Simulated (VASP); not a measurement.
Here is a VASP 6.6.1 calculation.

The input INCAR:

```
  PREC = Accurate
  ENCUT = 600
  EDIFF = 1E-7
  ISMEAR = 0
  SIGMA = 0.1
  LREAL = F
  LASPH = T
  NELM = 100
  ALGO = Fast
  ISIF = 3
  LWAVE = F
  LCHARG = F
  GGA = PE
  IBRION = 2
  NSW = 65
  EDIFFG = -0.01
```

File KPOINTS:

```
Automatic mesh
0
Gamma
  18 18 7
```

Contents of POSCAR:

```
Au
1.0
    2.9171320383      0.0000000000      0.0000000000
   -1.4585660191      2.5263104513      0.0000000000
    0.0000000000      0.0000000000      7.3335709626
Au
3
Direct
    0.0000000000      0.0000000000      0.0000000000
    0.3333333333      0.6666666667      0.3333333333
    0.6666666667      0.3333333333      0.6666666667
```

Potentials or basis: VASP PAW PBE potentials, release 64 (Au).

Command:

```sh
$ cat potpaw_PBE.64/Au/POTCAR > POTCAR
$ mpirun -np 1 vasp_std > vasp.out
```

Predict the band gap on the k mesh.

zero (an odd number of electrons rules out a gap without spin polarisation).

Predict the relaxed volume.

17.95 Å³/atom.

Step by step:
```csv
step,energy change (eV),largest force (eV/Å),pressure (GPa),volume (Å³)
1,0.0000,0.0000,-0.39,54.05
2,-0.0050,0.0000,0.45,53.70
3,-0.0066,0.0000,1.19,53.42
4,-0.0091,0.0000,0.63,53.63
5,-0.0100,0.0000,0.03,53.85
```

Caveat: spin-orbit coupling is left out, which moves the levels of the heavy elements.
